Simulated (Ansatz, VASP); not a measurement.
## One calculation of Ru, two programs

```xyz
5
Lattice="2.7200 0.0000 0.0000 -1.3600 2.3556 0.0000 0.0000 0.0000 23.5935" Properties=species:S:1:pos:R:3 pbc="T T T"
Ru    0.0000    1.5704    7.5619
Ru    1.3600    0.7852    9.6322
Ru    0.0000    1.5704   11.7968
Ru    1.3600    0.7852   13.9613
Ru    0.0000    1.5704   16.0316
```

Alike in both runs: functional PBE; k mesh 15 × 15 × 1; occupations gaussian, width 0.1 eV; no spin polarisation.

Ansatz relaxed the structure, and its values are those at the end. VASP's run is a single point on that final structure, the one shown.

```csv
,VASP,Ansatz
version,VASP 6.6.1,Ansatz 0.2.0
potentials or method,"VASP PAW PBE potentials, release 64 (Ru_pv), cutoff 520 eV","scalar-relativistic, plane waves, PAW"
valence electrons in the cell,70,80
```

|  | VASP | Ansatz | Ansatz less VASP |
| --- | --- | --- | --- |
| gap on the k mesh at the Fermi level (eV) | none | none | - |
| rms of the force components (eV/Å) | 0.005 | 0.001 | -0.0048 |
| work function, face that differs most (eV) | 4.94 | 4.95 | +0.005 |

A gap of «none» marks a metal or a gap that the smearing closes. The functional is the same, so the differences come from potentials, cutoffs and numerics. VASP's potentials hold 70 valence electrons a cell and Ansatz's 80, so a difference there can come from the potentials and not from the codes.
